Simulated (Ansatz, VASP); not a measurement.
# One calculation of HfB, two programs

The input INCAR:

```
  PREC = Accurate
  ENCUT = 520
  EDIFF = 1E-6
  ISMEAR = -1
  SIGMA = 0.05
  LREAL = False
  LASPH = True
  NELM = 150
  ALGO = Normal
  ISIF = 2
  LWAVE = False
  LCHARG = False
  MAGMOM = 0 0 0 0 0 0
  LORBIT = 11
  LSORBIT = True
  GGA_COMPAT = False
  LORBMOM = True
  LMAXMIX = 4
  GGA = PE
  NBANDS = 25
```

File KPOINTS:

```
regular mesh
0
Gamma
  15 15 15
```

File POSCAR:

```
HfB
1.0
    0.0000000000      2.3100000000      2.3100000000
    2.3100000000      0.0000000000      2.3100000000
    2.3100000000      2.3100000000      0.0000000000
Hf B
1 1
Direct
    0.5000000000      0.5000000000      0.5000000000
    0.0000000000      0.0000000000      0.0000000000
```

Input for Ansatz:

```yaml
crystal:
  lattice:
    - [0.0, 2.31, 2.31]
    - [2.31, 0.0, 2.31]
    - [2.31, 2.31, 0.0]
  atoms:
    - { symbol: Hf, position: [0.5, 0.5, 0.5] }
    - { symbol: B, position: [0.0, 0.0, 0.0] }
kpoints:
  mp_grid: { grid: [15, 15, 15] }
  band_path:
    path:
      - [0.0, 0.0, 0.0]
      - [0.5, 0.0, 0.5]
      - [0.625, 0.25, 0.625]
      - [0.375, 0.375, 0.75]
      - [0.0, 0.0, 0.0]
      - [0.5, 0.5, 0.5]
      - [0.5, 0.25, 0.75]
      - [0.5, 0.0, 0.5]
    npoints: 5
scf:
  occupations: { method: fermi_dirac, width: 0.05 }
hamiltonian:
  xc: pbe
  pseudopotentials: { kind: all_electron, lapw: { basis_error: 0.00025 } }
output:
  forces: true
  stress: true
  eigenvalues: true
magnetization:
  noncollinear: true
  spin_orbit: true
```

Alike in both runs: task single point; functional PBE; k mesh 15 × 15 × 15; occupations fermi-dirac, width 0.05 eV; non-collinear spin, spin-orbit coupling.

|  | VASP | Ansatz |
| --- | --- | --- |
| version | VASP 6.6.1 | Ansatz 0.2.0 |
| potentials or method | VASP PAW PBE potentials, release 64 (Hf_pv, B), cutoff 520 eV | all-electron LAPW |

```tsv
	VASP	Ansatz	Ansatz less VASP
net moment per atom (μB)	0.00	0.00	0.000
```

Ansatz ran all-electron here, and VASP with PAW potentials.
